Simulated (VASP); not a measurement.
# SnGe2 (P2_1/m) in VASP: relaxation of cell and atoms with PBE

Aim: the relaxation of cell and atoms of SnGe2 with PBE.

Program: VASP 6.6.1. These are calculated values, not measurements. Logs are shortened: lines on timing, memory, paths and dates and some standing lists are left out, and cuts for length are marked.

**1. The cell of the first run**

It takes space group P2_1/m (No. 11, monoclinic). The conventional cell has a = 5.554 Å, b = 3.300 Å, c = 7.596 Å, α = 90.00°, β = 98.73°, γ = 90.00°. Within 3.8 Å of Sn (site symmetry m) lie 4 Ge at 2.91 to 3.18 Å and 6 Sn at 3.29 to 3.56 Å. Ge (site symmetry m) has 7 Ge at 2.70 to 3.30 Å and 1 Sn at 2.91 Å within 3.6 Å. Within 3.6 Å of Ge (site symmetry m) lie 7 Ge at 2.70 to 3.30 Å and 3 Sn at 3.08 to 3.18 Å.

**2. Relaxation of cell and atoms, PBE**

File INCAR:

```
  ALGO = Normal
  EDIFF = 1E-6
  EDIFFG = -0.04
  ENCUT = 600
  GGA = PE
  IBRION = 2
  ISIF = 3
  ISMEAR = 0
  LASPH = T
  LCHARG = F
  LREAL = F
  LWAVE = F
  NELM = 100
  NSW = 90
  PREC = Accurate
  SIGMA = 0.1
```

File KPOINTS:

```
k-points
0
Gamma
  4 6 2
```

File POSCAR:

```
SnGe2
1.0
    5.5538865818      0.0000000000      0.0000000000
    0.0000000000      3.2995093780      0.0000000000
   -1.1531627245      0.0000000000      7.5080710905
Sn Ge
2 4
Direct
    0.2804144117      0.2500000000      0.0750858591
    0.7195855883      0.7500000000      0.9249141409
    0.3680713200      0.7500000000      0.5984305120
    0.9984857438      0.2500000000      0.6784733757
    0.6319286800      0.2500000000      0.4015694880
    0.0015142562      0.7500000000      0.3215266243
```

Potentials or basis: VASP PAW PBE potentials, release 64 (Sn_d, Ge_d).

Run with:

```sh
cat potpaw_PBE.64/Sn_d/POTCAR potpaw_PBE.64/Ge_d/POTCAR > POTCAR
mpirun -np 1 vasp_std > vasp.out
```

OUTCAR:

```text
EDIFF = 1E-6
   EDIFFG = -0.04
   ENCUT = 600
   GGA = PE
   IBRION = 2
   ISIF = 3
   ISMEAR = 0
   LASPH = T
   LREAL = F
   NELM = 100
   NSW = 90
   PREC = Accurate

 ion  position               nearest neighbor table
   1  0.280  0.250  0.075-   5 2.91   6 3.08   6 3.08   4 3.18   2 3.29   2 3.29   2 3.56   2 3.56

   2  0.720  0.750  0.925-   3 2.91   4 3.08   4 3.08   6 3.18   1 3.29   1 3.29   1 3.56   1 3.56

   3  0.368  0.750  0.598-   6 2.70   4 2.77   4 2.77   5 2.79   5 2.79   2 2.91
   4  0.998  0.250  0.678-   5 2.70   3 2.77   3 2.77   2 3.08   2 3.08   1 3.18
   5  0.632  0.250  0.402-   4 2.70   6 2.77   6 2.77   3 2.79   3 2.79   1 2.91
   6  0.002  0.750  0.322-   3 2.70   5 2.77   5 2.77   1 3.08   1 3.08   2 3.18

  LATTYP: Found a simple monoclinic cell.
 ALAT       =     5.5538865818
 B/A-ratio  =     0.5940901618
 C/A-ratio  =     1.3677110206
 COS(beta)  =    -0.1518096023

  Lattice vectors:

 A1 = (   5.5538865818,   0.0000000000,   0.0000000000)
 A2 = (   0.0000000000,   3.2995093780,   0.0000000000)
 A3 = (  -1.1531627245,   0.0000000000,   7.5080710905)

Analysis of symmetry for initial positions (statically):
=====================================================================
 Subroutine PRICEL returns:
 Original cell was already a primitive cell.

 Routine SETGRP: Setting up the symmetry group for a
 simple monoclinic supercell.

 Subroutine GETGRP returns: Found  4 space group operations
 (whereof  2 operations were pure point group operations)
 out of a pool of  4 trial point group operations.

The static configuration has the point symmetry S_2 .
 The point group associated with its full space group is C_2h.

Analysis of symmetry for dynamics (positions and initial velocities):
=====================================================================
 Subroutine PRICEL returns:
 Original cell was already a primitive cell.

 Routine SETGRP: Setting up the symmetry group for a
 simple monoclinic supercell.

 Subroutine GETGRP returns: Found  4 space group operations
 (whereof  2 operations were pure point group operations)
 out of a pool of  4 trial point group operations.

The dynamic configuration has the point symmetry S_2 .
 The point group associated with its full space group is C_2h.

 Subroutine INISYM returns: Found  4 space group operations
 (whereof  2 operations are pure point group operations),
 and found     1 'primitive' translations

----------------------------------------------------------------------------------------

                                     Primitive cell

  volume of cell :     137.5862

  direct lattice vectors                    reciprocal lattice vectors
     5.553886582  0.000000000  0.000000000     0.180054091  0.000000000  0.027654462
     0.000000000  3.299509378  0.000000000     0.000000000  0.303075362  0.000000000
    -1.153162725  0.000000000  7.508071090     0.000000000  0.000000000  0.133190002

  length of vectors
     5.553886582  3.299509378  7.596111885     0.182165433  0.303075362  0.133190002

  position of ions in fractional coordinates (direct lattice)
     0.280414412  0.250000000  0.075085859
     0.719585588  0.750000000  0.924914141
     0.368071320  0.750000000  0.598430512
     0.998485744  0.250000000  0.678473376
     0.631928680  0.250000000  0.401569488
     0.001514256  0.750000000  0.321526624

  ion indices of the primitive-cell ions
   primitive index   ion index
                 1           1
                 2           2
                 3           3
                 4           4
                 5           5
                 6           6

----------------------------------------------------------------------------------------

 KPOINTS: k-points

Automatic generation of k-mesh.
 Grid dimensions read from file:
 generate k-points for:    4    6    2

 Generating k-lattice:

  Cartesian coordinates                     Fractional coordinates (reciprocal lattice)
     0.045013523  0.000000000  0.006913615     0.250000000  0.000000000 -0.000000000
     0.000000000  0.050512560  0.000000000     0.000000000  0.166666667  0.000000000
     0.000000000  0.000000000  0.066595001     0.000000000  0.000000000  0.500000000

  Length of vectors
     0.045541358  0.050512560  0.066595001

  Shift w.r.t. Gamma in fractional coordinates (k-lattice)
     0.000000000  0.000000000  0.000000000

 Subroutine IBZKPT returns following result:
 ===========================================

 Found     24 irreducible k-points:

 Following reciprocal coordinates:
            Coordinates               Weight
  0.000000  0.000000  0.000000      1.000000
  0.250000  0.000000  0.000000      2.000000
  0.500000  0.000000  0.000000      1.000000
  0.000000  0.166667  0.000000      2.000000
  0.250000  0.166667  0.000000      4.000000
  0.500000  0.166667  0.000000      2.000000
[... 16 lines left out ...]
  0.250000  0.500000  0.500000      2.000000
  0.500000  0.500000  0.500000      1.000000
   k-points           NKPTS =     24   k-points in BZ     NKDIM =     24   number of bands    NBANDS=     50
   number of dos      NEDOS =    301   number of ions     NIONS =      6
   total plane-waves  NPLWV =  86016
   dimension x,y,z NGX =    48 NGY =   28 NGZ =   64
   dimension x,y,z NGXF=    96 NGYF=   56 NGZF=  128
   ions per type =               2   4
   NGX,Y,Z   is equivalent  to a cutoff of  14.37, 14.11, 14.01 a.u.
   NGXF,Y,Z  is equivalent  to a cutoff of  28.74, 28.22, 28.01 a.u.
 SYSTEM =  unknown system
   PREC   = accura    normal or accurate (medium, high low for compatibility)
   ISTART =      0    job   : 0-new  1-cont  2-samecut
   ICHARG =      2    charge: 1-file 2-atom 10-const
   ISPIN  =      1    spin polarized calculation?
   LNONCOLLINEAR =      F non collinear calculations
   LSORBIT =      F    spin-orbit coupling
   LASPH  =      T    aspherical Exc in radial PAW
   ENCUT  =  600.0 eV  44.10 Ry    6.64 a.u.  11.09  6.59 15.17*2*pi/ulx,y,z
   NELM   =    100;   NELMIN=  2; NELMDL= -5     # of ELM steps
   EDIFF  = 0.1E-05   stopping-criterion for ELM
   LREAL  =      F    real-space projection
   EDIFFG = -.4E-01   stopping-criterion for IOM
   NSW    =     90    number of steps for IOM
   IBRION =      2    ionic relax: 0-MD 1-quasi-New 2-CG
   NFREE  =      1    steps in history (QN), initial steepest desc. (CG)
   ISIF   =      3    stress and relaxation
   ISYM   =      2    0-nonsym 1-usesym 2-fastsym
   POTIM  = 0.5000    time-step for ionic-motion
   TEBEG  =    0.0;   TEEND  =   0.0 temperature during run
   PSTRESS=    0.0 pullay stress
   NELECT =      84.0000    total number of electrons
   NUPDOWN=      -1.0000    fix difference up-down
   EMIN   =  10.00;   EMAX   =-10.00  energy-range for DOS
   EFERMI =   0.00;   METHOD = LEGACY
   ISMEAR =     0;   SIGMA  =   0.10  broadening in eV -4-tet -1-fermi 0-gaus
   EFERMI_NEDOS =   21; number of points for ismear=-14 and -15
   IALGO  =     38    algorithm
   IMIX   =      4    mixing-type and parameters
     AMIX     =   0.40;   BMIX     =  1.00
     AMIX_MAG =   1.60;   BMIX_MAG =  1.00
  volume/ion in A,a.u.               =      22.93       154.75
  Fermi-wavevector in a.u.,A,eV,Ry     =   1.388811  2.624471 26.242846  1.928795
  Thomas-Fermi vector in A             =   2.512901
   LORBIT       =      0    0 simple, 1 ext, 2 COOP (PROOUT), +10 PAW based schemes
   GGA     = PE    functional components
   LHFCALC =     F    Hartree Fock is set to
   AEXX    =    0.0000 exact exchange contribution
   IVDW    =     0    specifies the selected vdW correction
   LEPSILON=     F    determine dielectric tensor
   LRPA    =     F    only Hartree local field effects (RPA)
 conjugate gradient relaxation of ions
 non-spin polarized calculation
 Gauss-broadening in eV      SIGMA  =   0.10
  energy-cutoff  :      600.00
  volume of cell :      137.59
 maximum number of plane-waves:      4612
 NGX is ok and might be reduce to    48
   NGX = 23   NGY = 13   NGZ = 31

--------------------------------------- Ionic step        1  -------------------------------------------

 number of electron      83.9999991 magnetization

 Free energy of the ion-electron system (eV)
  ---------------------------------------------------
  ext. energy  EPLUGINS =         0.00000000
  ---------------------------------------------------
  free energy    TOTEN  =       -24.37378029 eV

  energy without entropy =      -24.36085279  energy(sigma->0) =      -24.36731654

------------------------ aborting loop because EDIFF is reached ----------------------------------------

  FORCE on cell =-STRESS in cart. coord.  units (eV):
  Direction    XX          YY          ZZ          XY          YZ          ZX
  --------------------------------------------------------------------------------------
  -------------------------------------------------------------------------------------
  Total        0.7880693     -1.5605578      0.2665071      0.0000000      0.0000000     -1.2758632
  in kB        9.1769896    -18.1725419      3.1034486      0.0000000      0.0000000    -14.8573014
  external PRESSURE =      -1.9640346 kB  Pullay stress =       0.0000000 kB
[... 101 lines left out ...]
  FREE ENERGIE OF THE ION-ELECTRON SYSTEM (eV)
  ---------------------------------------------------
  free  energy   TOTEN  =       -24.4713127937 eV

  energy  without entropy=      -24.4641236922  energy(sigma->0) =      -24.46771824

[... ionic steps 4 to 28 ...]

--------------------------------------- Ionic step       29  -------------------------------------------

 number of electron      83.9999992 magnetization

------------------------ aborting loop because EDIFF is reached ----------------------------------------

  FORCE on cell =-STRESS in cart. coord.  units (eV):
  Direction    XX          YY          ZZ          XY          YZ          ZX
  --------------------------------------------------------------------------------------
  -------------------------------------------------------------------------------------
  Total       -0.0425977     -0.0867516      0.0801726      0.0000000      0.0000000      0.0772816
  in kB       -0.5056875     -1.0298500      0.9517492      0.0000000      0.0000000      0.9174289
  external PRESSURE =      -0.1945961 kB  Pullay stress =       0.0000000 kB
[... 65 lines left out ...]
  energy  without entropy=      -24.5903036546  energy(sigma->0) =      -24.59494239

--------------------------------------- Ionic step       31  -------------------------------------------

 number of electron      83.9999999 magnetization

 Free energy of the ion-electron system (eV)
  ---------------------------------------------------
  ext. energy  EPLUGINS =         0.00000000
  ---------------------------------------------------
  free energy    TOTEN  =       -24.60049059 eV

  energy without entropy =      -24.59072592  energy(sigma->0) =      -24.59560825

 E-fermi :   6.7764     XC(G=0): -10.6689

 val. band max:        6.7466530596   @ k =   0.2500   0.3333   0.0000
 cond. band min:       6.8100397705   @ k =   0.0000   0.3333   0.0000
 fundamental gap:      0.0633867108
 Fermi energy:         6.7764357882

 k-point     1 :       0.0000    0.0000    0.0000
  band No.  band energies     occupation
      1     -17.8772      2.00000
      2     -17.8721      2.00000
      3     -17.8683      2.00000
      4     -17.8444      2.00000
      5     -17.8382      2.00000
      6     -17.8143      2.00000
[... 1294 lines left out ...]
  FREE ENERGIE OF THE ION-ELECTRON SYSTEM (eV)
  ---------------------------------------------------
  free  energy   TOTEN  =       -24.6004905880 eV

  energy  without entropy=      -24.5907259187  energy(sigma->0) =      -24.59560825

 reached required accuracy - stopping structural energy minimisation
```

It took 30 min on 1 thread of Intel Xeon 6975P-C (Granite Rapids), shared host; peak memory 0.39 GiB.

Results:

| Quantity | Value |
| --- | --- |
| Free energy | -24.6005 eV |
| Relaxed volume | 22.47 Å³/atom |
| Relaxed cell | a = 5.725 Å, b = 3.163 Å, c = 7.677 Å, α = 90.00°, β = 104.18°, γ = 90.00° |
| Space group after relaxing (to 0.1 Å) | P2_1/m (No. 11) |
| Energy gained by relaxing | 37.8 meV/atom |
| Ionic steps | 31 |
| Pressure after relaxing | 0.1 GPa |
| Largest force after relaxing | 0.039 eV/Å |
| Band gap on the k mesh | zero (bands 42 and 43 overlap by 4.15 eV) |

Forces on the atoms (eV/Å):
```
Sn  -0.012  0.000 -0.005
Sn   0.012  0.000  0.005
Ge   0.002  0.000 -0.039
Ge   0.019  0.000 -0.010
Ge  -0.002  0.000  0.039
Ge  -0.019  0.000  0.010
```

The path:
```csv
step,energy change (eV),largest force (eV/Å),pressure (GPa),volume (Å³)
1,0.0000,0.1426,-0.20,137.59
2,-0.0521,0.1432,-0.05,137.00
3,-0.0975,0.3435,0.53,134.92
4,-0.1107,0.2587,0.17,135.73
5,-0.1111,0.2682,0.13,135.62
6,-0.1226,0.2008,0.01,135.92
7,-0.1230,0.1907,-0.03,135.98
8,-0.1353,0.1417,-0.19,136.06
9,-0.1439,0.1335,-0.36,136.16
10,-0.1528,0.1061,0.32,134.47
11,-0.1530,0.1126,0.41,134.17
12,-0.1610,0.1244,0.29,134.46
13,-0.1662,0.1379,0.10,134.82
14,-0.1667,0.1438,0.03,134.98
15,-0.1744,0.1366,-0.12,135.28
16,-0.1927,0.1197,-0.57,136.19
17,-0.2003,0.1093,-1.27,138.00
18,-0.2027,0.0955,-1.05,137.35
19,-0.2090,0.0907,-0.80,136.73
20,-0.2155,0.1245,-0.07,135.09
21,-0.2156,0.1173,-0.08,135.24
22,-0.2182,0.0958,-0.08,135.09
23,-0.2215,0.0743,0.05,134.78
24,-0.2205,0.0634,0.31,134.16
25,-0.2223,0.0643,0.16,134.54
26,-0.2236,0.0592,0.10,134.79
27,-0.2244,0.0594,-0.22,135.40
28,-0.2246,0.0590,-0.16,135.22
29,-0.2255,0.0486,-0.02,134.96
30,-0.2258,0.0484,0.10,134.71
31,-0.2267,0.0393,0.09,134.80
```

Final structure:
```
Sn Ge
1.0
     5.71940    0.00000   -0.25880
     0.00000    3.16330    0.00000
    -1.54234    0.00000    7.52034
Sn Ge
2 4
Direct
  0.30877 0.25000 0.09516
  0.69123 0.75000 0.90484
  0.33049 0.75000 0.57056
  0.02841 0.25000 0.72258
  0.66951 0.25000 0.42944
  0.97159 0.75000 0.27742
```

Levels at points of the mesh, in eV from the Fermi level:
```csv
k point,band 40,band 41,band 42,band 43,band 44,band 45
"(0.00, 0.00, 0.00)",-0.81,-0.46,0.46,0.98,2.11,4.45
"(0.50, 0.00, 0.00)",-0.79,-0.21,2.36,2.70,3.02,3.09
"(0.00, 0.50, 0.00)",-2.73,-2.13,-2.13,-0.69,-0.69,0.88
"(0.50, 0.50, 0.00)",-3.79,-2.14,-2.14,0.99,0.99,1.92
"(0.00, 0.00, 0.50)",-2.94,2.36,2.42,2.54,3.52,4.02
"(0.50, 0.00, 0.50)",-1.50,1.22,1.23,1.37,1.62,3.14
"(0.00, 0.50, 0.50)",-2.74,-2.15,-2.15,-1.73,-1.73,0.74
"(0.50, 0.50, 0.50)",-1.82,-1.52,-1.52,0.44,0.44,1.17
```

Caveat: the k points lie up to 0.42 Å⁻¹ apart in the final cell, too coarse for converged energies and pressures of a metal; spin-orbit coupling is left out, which moves the levels of the heavy elements.

The gap in the log of VASP goes by the Fermi energy; the results here count the filled bands.